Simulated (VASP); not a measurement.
# Au (P6_3/mmc) in VASP: notebook

The runs below take Au through single point, with PBE.

Everything below comes from runs of VASP 6.6.1. Logs are shortened: lines on timing, memory, paths and dates and some standing lists are left out, and cuts for length are marked.

### 1 The cell of the first run

It takes space group P6_3/mmc (No. 194, hexagonal). The conventional cell has a = 2.402 Å, b = 2.402 Å, c = 3.961 Å, α = 90.00°, β = 90.00°, γ = 120.00°. Au (site symmetry -6m2) has 12 Au at 2.40 to 2.42 Å within 3.2 Å.

### 2 Single point, PBE

Contents of INCAR:

```
SYSTEM = Au
PREC     = Accurate       ! precision mode
ENCUT    = 520            ! plane-wave cutoff, eV
EDIFF    = 1E-6           ! SCF threshold, eV
ISMEAR   = -1             ! smearing method
SIGMA    = 0.08           ! smearing width, eV
LREAL    = .FALSE.        ! projectors in reciprocal space
LASPH    = .TRUE.         ! aspherical terms in the spheres
NELM     = 100            ! most SCF steps
ALGO     = Normal         ! electronic algorithm
ISIF     = 2              ! what is computed and relaxed
LWAVE    = .FALSE.        ! write WAVECAR
LCHARG   = .FALSE.        ! write CHGCAR
GGA      = PE             ! functional
NBANDS   = 18             ! bands
```

Contents of KPOINTS:

```
regular mesh
0
G
  15 15 8
  0 0 0
```

Contents of POSCAR:

```
Au
1.0
    2.4022908994      0.0000000000      0.0000000000
   -1.2011454497      2.0804449462      0.0000000000
    0.0000000000      0.0000000000      3.9605880282
Au
2
Direct
    0.3333333333      0.6666666667      0.2500000000
    0.6666666667      0.3333333333      0.7500000000
```

Potentials or basis: VASP PAW PBE potentials, release 64 (Au).

The run is started by

```sh
> cat potpaw_PBE.64/Au/POTCAR > POTCAR
> mpirun -np 1 vasp_std > vasp.out
```

OUTCAR:

```text
SYSTEM = Au
   PREC = Accurate
   ENCUT = 520
   EDIFF = 1E-6
   ISMEAR = -1
   LREAL = .FALSE.
   LASPH = .TRUE.
   NELM = 100
   ISIF = 2
   GGA = PE

 ion  position               nearest neighbor table
   1  0.333  0.667  0.250-   2 2.42   2 2.42   2 2.42   2 2.42   2 2.42   2 2.42   2 3.41   2 3.41
                             2 3.41   2 3.41   2 3.41   2 3.41
   2  0.667  0.333  0.750-   1 2.42   1 2.42   1 2.42   1 2.42   1 2.42   1 2.42   1 3.41   1 3.41
                             1 3.41   1 3.41   1 3.41   1 3.41

  LATTYP: Found a hexagonal cell.
 ALAT       =     2.4022908994
 C/A-ratio  =     1.6486712867

  Lattice vectors:

 A1 = (   2.4022908994,   0.0000000000,   0.0000000000)
 A2 = (  -1.2011454497,   2.0804449462,   0.0000000000)
 A3 = (   0.0000000000,   0.0000000000,   3.9605880282)

Analysis of symmetry for initial positions (statically):
=====================================================================
 Subroutine PRICEL returns:
 Original cell was already a primitive cell.

 Routine SETGRP: Setting up the symmetry group for a
 hexagonal supercell.

 Subroutine GETGRP returns: Found 24 space group operations
 (whereof 12 operations were pure point group operations)
 out of a pool of 24 trial point group operations.

The static configuration has the point symmetry D_3d.
 The point group associated with its full space group is D_6h.

Analysis of symmetry for dynamics (positions and initial velocities):
=====================================================================
 Subroutine PRICEL returns:
 Original cell was already a primitive cell.

 Routine SETGRP: Setting up the symmetry group for a
 hexagonal supercell.

 Subroutine GETGRP returns: Found 24 space group operations
 (whereof 12 operations were pure point group operations)
 out of a pool of 24 trial point group operations.

The dynamic configuration has the point symmetry D_3d.
 The point group associated with its full space group is D_6h.

 Subroutine INISYM returns: Found 24 space group operations
 (whereof 12 operations are pure point group operations),
 and found     1 'primitive' translations

----------------------------------------------------------------------------------------

                                     Primitive cell

  volume of cell :      19.7944

  direct lattice vectors                    reciprocal lattice vectors
     2.402290899  0.000000000  0.000000000     0.416269320  0.240333204  0.000000000
    -1.201145450  2.080444946  0.000000000     0.000000000  0.480666408  0.000000000
     0.000000000  0.000000000  3.960588028     0.000000000  0.000000000  0.252487760

  length of vectors
     2.402290899  2.402290899  3.960588028     0.480666408  0.480666408  0.252487760

  position of ions in fractional coordinates (direct lattice)
     0.333333333  0.666666667  0.250000000
     0.666666667  0.333333333  0.750000000

  ion indices of the primitive-cell ions
   primitive index   ion index
                 1           1
                 2           2

----------------------------------------------------------------------------------------

 KPOINTS: regular mesh

Automatic generation of k-mesh.
 Grid dimensions read from file:
 generate k-points for:   15   15    8

 Generating k-lattice:

  Cartesian coordinates                     Fractional coordinates (reciprocal lattice)
     0.027751288  0.016022214  0.000000000     0.066666667  0.000000000  0.000000000
     0.000000000  0.032044427  0.000000000     0.000000000  0.066666667  0.000000000
     0.000000000  0.000000000  0.031560970     0.000000000  0.000000000  0.125000000

  Length of vectors
     0.032044427  0.032044427  0.031560970

  Shift w.r.t. Gamma in fractional coordinates (k-lattice)
     0.000000000  0.000000000  0.000000000

 Subroutine IBZKPT returns following result:
 ===========================================

 Found    135 irreducible k-points:

 Following reciprocal coordinates:
            Coordinates               Weight
  0.000000  0.000000  0.000000      1.000000
  0.066667  0.000000  0.000000      6.000000
  0.133333  0.000000  0.000000      6.000000
  0.200000  0.000000  0.000000      6.000000
  0.266667  0.000000  0.000000      6.000000
  0.333333  0.000000  0.000000      6.000000
[... 16 lines left out ...]
  0.333333  0.200000  0.000000     12.000000
  0.400000  0.200000  0.000000      6.000000
 [... further k-points ...]
   k-points           NKPTS =    135   k-points in BZ     NKDIM =    135   number of bands    NBANDS=     18
   number of dos      NEDOS =    301   number of ions     NIONS =      2
   total plane-waves  NPLWV =   9720
   dimension x,y,z NGX =    18 NGY =   18 NGZ =   30
   dimension x,y,z NGXF=    36 NGYF=   36 NGZF=   60
   ions per type =               2
   NGX,Y,Z   is equivalent  to a cutoff of  12.46, 12.46, 12.59 a.u.
   NGXF,Y,Z  is equivalent  to a cutoff of  24.91, 24.91, 25.19 a.u.
 SYSTEM =  Au
   PREC   = accura    normal or accurate (medium, high low for compatibility)
   ISTART =      0    job   : 0-new  1-cont  2-samecut
   ICHARG =      2    charge: 1-file 2-atom 10-const
   ISPIN  =      1    spin polarized calculation?
   LNONCOLLINEAR =      F non collinear calculations
   LSORBIT =      F    spin-orbit coupling
   LASPH  =      T    aspherical Exc in radial PAW
   ENCUT  =  520.0 eV  38.22 Ry    6.18 a.u.   4.47  4.47  7.36*2*pi/ulx,y,z
   NELM   =    100;   NELMIN=  2; NELMDL= -5     # of ELM steps
   EDIFF  = 0.1E-05   stopping-criterion for ELM
   LREAL  =      F    real-space projection
   EDIFFG = 0.1E-04   stopping-criterion for IOM
   NSW    =      0    number of steps for IOM
   IBRION =     -1    ionic relax: 0-MD 1-quasi-New 2-CG
   NFREE  =      0    steps in history (QN), initial steepest desc. (CG)
   ISIF   =      2    stress and relaxation
   ISYM   =      2    0-nonsym 1-usesym 2-fastsym
   POTIM  = 0.5000    time-step for ionic-motion
   TEBEG  =    0.0;   TEEND  =   0.0 temperature during run
   PSTRESS=    0.0 pullay stress
   NELECT =      22.0000    total number of electrons
   NUPDOWN=      -1.0000    fix difference up-down
   EMIN   =  10.00;   EMAX   =-10.00  energy-range for DOS
   EFERMI =   0.00;   METHOD = LEGACY
   ISMEAR =    -1;   SIGMA  =   0.08  broadening in eV -4-tet -1-fermi 0-gaus
   EFERMI_NEDOS =   21; number of points for ismear=-14 and -15
   IALGO  =     38    algorithm
   IMIX   =      4    mixing-type and parameters
     AMIX     =   0.40;   BMIX     =  1.00
     AMIX_MAG =   1.60;   BMIX_MAG =  1.00
  volume/ion in A,a.u.               =       9.90        66.79
  Fermi-wavevector in a.u.,A,eV,Ry     =   1.695776  3.204553 39.125692  2.875657
  Thomas-Fermi vector in A             =   2.776759
   LORBIT       =      0    0 simple, 1 ext, 2 COOP (PROOUT), +10 PAW based schemes
   GGA     = PE    functional components
[... 5 lines left out ...]
 non-spin polarized calculation
  energy-cutoff  :      520.00
  volume of cell :       19.79
 maximum number of plane-waves:       555
 NGX is ok and might be reduce to    18
   NGX =  9   NGY =  9   NGZ = 15

 number of electron      21.9999999 magnetization

 Free energy of the ion-electron system (eV)
  ---------------------------------------------------
  ext. energy  EPLUGINS =         0.00000000
  ---------------------------------------------------
  free energy    TOTEN  =         5.49405324 eV

  energy without entropy =        5.50115308  energy(sigma->0) =        5.49760316

 E-fermi :  22.2763     XC(G=0): -16.1827

 val. band max:       22.2749556205   @ k =   0.2667   0.2000   0.3750
 cond. band min:      22.3234586994   @ k =   0.3333   0.0667   0.3750
 fundamental gap:      0.0485030789
 Fermi energy:        22.2763313484

 k-point     1 :       0.0000    0.0000    0.0000
  band No.  band energies     occupation
      1       4.6499      2.00000
      2       7.3756      2.00000
      3      12.4862      2.00000
      4      12.8473      2.00000
      5      12.8473      2.00000
      6      13.7451      2.00000
[... 10 lines left out ...]
     17      44.6178      0.00000
     18      44.6178      0.00000

 k-point     2 :       0.0667    0.0000    0.0000
  band No.  band energies     occupation
      1       4.8929      2.00000
      2       7.5920      2.00000
      3      12.2052      2.00000
      4      13.0572      2.00000
      5      13.0722      2.00000
      6      13.6071      2.00000
[... 10 lines left out ...]
     17      42.6520      0.00000
     18      44.8743      0.00000

 k-point     3 :       0.1333    0.0000    0.0000
  band No.  band energies     occupation
      1       5.5807      2.00000
      2       8.1611      2.00000
      3      11.7074      2.00000
      4      13.1435      2.00000
      5      13.6720      2.00000
      6      13.6747      2.00000
[... 10 lines left out ...]
     17      40.5164      0.00000
     18      42.6391      0.00000

 k-point     4 :       0.2000    0.0000    0.0000
  band No.  band energies     occupation
      1       6.5721      2.00000
      2       8.7425      2.00000
      3      11.4071      2.00000
      4      12.1974      2.00000
      5      12.7696      2.00000
      6      14.0415      2.00000
[... 10 lines left out ...]
     17      40.5471      0.00000
     18      40.9366      0.00000

 k-point     5 :       0.2667    0.0000    0.0000
  band No.  band energies     occupation
      1       7.5702      2.00000
      2       8.7693      2.00000
      3      10.8554      2.00000
      4      11.7845      2.00000
      5      12.7093      2.00000
      6      13.5347      2.00000
[... 10 lines left out ...]
     17      41.1589      0.00000
     18      41.9119      0.00000

 k-point     6 :       0.3333    0.0000    0.0000
  band No.  band energies     occupation
      1       8.0925      2.00000
      2       8.4884      2.00000
      3       9.7948      2.00000
      4      12.5094      2.00000
      5      13.1069      2.00000
      6      13.3037      2.00000
[... 307 lines left out ...]
 k-point    21 :       0.2000    0.2000    0.0000
  band No.  band energies     occupation
      1       9.1688      2.00000
      2       9.8783      2.00000
      3      10.0977      2.00000
      4      10.3754      2.00000
      5      12.2586      2.00000
      6      13.1930      2.00000
[... 10 lines left out ...]
     17      40.0233      0.00000
     18      41.2753      0.00000

 k-point    22 :       0.2667    0.2000    0.0000
  band No.  band energies     occupation
      1       9.2528      2.00000
      2       9.5450      2.00000
      3       9.8760      2.00000
      4      11.3030      2.00000
      5      12.0983      2.00000
      6      13.7422      2.00000
[... 10 lines left out ...]
     17      39.1295      0.00000
     18      40.1700      0.00000

 k-point    23 :       0.3333    0.2000    0.0000
  band No.  band energies     occupation
      1       8.8474      2.00000
      2       9.3874      2.00000
      3       9.8632      2.00000
      4      12.1485      2.00000
      5      12.3099      2.00000
      6      13.2487      2.00000
[... 10 lines left out ...]
     17      37.3164      0.00000
     18      40.0282      0.00000

 k-point    24 :       0.4000    0.2000    0.0000
  band No.  band energies     occupation
      1       8.7077      2.00000
      2       9.2979      2.00000
      3       9.8676      2.00000
      4      12.2392      2.00000
      5      12.7288      2.00000
      6      13.0033      2.00000
[... 10 lines left out ...]
     17      36.3067      0.00000
     18      39.8550      0.00000

 [... further k-points ...]
[... 5 lines left out ...]
  --------------------------------------------------------------------------------------
  -------------------------------------------------------------------------------------
  Total       54.8106005     54.8106006     54.8730071      0.0000000      0.0000000      0.0000000
  in kB     4436.4301570   4436.4301572   4441.4814084      0.0000000      0.0000000      0.0000000
  external PRESSURE =    4438.1139076 kB  Pullay stress =       0.0000000 kB

 VOLUME and BASIS-vectors are now :
 -----------------------------------------------------------------------------
  energy-cutoff  :      520.00
  volume of cell :       19.79
      direct lattice vectors                 reciprocal lattice vectors
     2.402290899  0.000000000  0.000000000     0.416269320  0.240333204  0.000000000
    -1.201145450  2.080444946  0.000000000     0.000000000  0.480666408  0.000000000
     0.000000000  0.000000000  3.960588028     0.000000000  0.000000000  0.252487760

 POSITION                                       TOTAL-FORCE (eV/Angst)
 -----------------------------------------------------------------------------------
     -0.00000      1.38696      0.99015         0.000000     -0.000000      0.000000
      1.20115      0.69348      2.97044        -0.000000      0.000000      0.000000
 -----------------------------------------------------------------------------------
    total drift:                               -0.000000      0.000000     -0.000000

  FREE ENERGIE OF THE ION-ELECTRON SYSTEM (eV)
  ---------------------------------------------------
  free  energy   TOTEN  =         5.4940532396 eV

  energy  without entropy=        5.5011530793  energy(sigma->0) =        5.49760316
```

It took 25 s on 1 thread of Intel Xeon Platinum 8259CL at 2.50GHz (Skylake/Cascade Lake), shared host; peak memory 0.16 GiB.

What came out:

* Free energy: 5.4941 eV
* Pressure: 443.8 GPa
* Band gap on the k mesh: zero (band 11 reaches 28.78 eV, above the bottom of band 12 at 17.70 eV)

Caveat: spin-orbit coupling is left out, which moves the levels of the heavy elements.

[end of part 1 of 2]
